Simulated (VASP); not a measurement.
A run of VASP 6.6.1:

File INCAR:

```
PREC = Accurate ; ENCUT = 600
EDIFF = 1E-6 ; ISMEAR = 0
SIGMA = 0.1 ; LREAL = F
LASPH = T ; NELM = 60
ALGO = Normal ; ISIF = 3
LWAVE = F ; LCHARG = F
GGA = PE ; IBRION = 2
NSW = 90 ; EDIFFG = -0.04
```

File KPOINTS:

```
Automatic mesh
0
Gamma
  6 6 2
```

The input POSCAR:

```
RbNa3Te2
1.0
    4.3610627200      0.0000000000      0.0000000000
   -2.1805313600      3.7767911000      0.0000000000
    0.0000000000      0.0000000000     10.7581472100
Rb Na Te
1 3 2
Direct
    0.0000000000      0.0000000000      0.0000000000
    0.3333333300      0.6666666700      0.1657571800
    0.6666666700      0.3333333300      0.8342428200
    0.0000000000      0.0000000000      0.5000000000
    0.3333333300      0.6666666700      0.6686666600
    0.6666666700      0.3333333300      0.3313333400
```

Potentials or basis: VASP PAW PBE potentials, release 64 (Rb_sv, Na_pv, Te).

The run is started by

```console
$ cat potpaw_PBE.64/Rb_sv/POTCAR potpaw_PBE.64/Na_pv/POTCAR potpaw_PBE.64/Te/POTCAR > POTCAR
$ mpirun -np 1 vasp_std > vasp.out
```

Hardware: 1 thread of Intel(R) Xeon(R) Platinum 8259CL CPU @ 2.50GHz (Skylake/Cascade Lake), on a shared host.

Problem. How long does it take, and how much memory?

Solution. It took 29 min on 1 thread of Intel(R) Xeon(R) Platinum 8259CL CPU @ 2.50GHz (Skylake/Cascade Lake), on a shared host, peak memory 0.4 GiB. Counts: scf iterations 212, k points 14, ion steps 26.
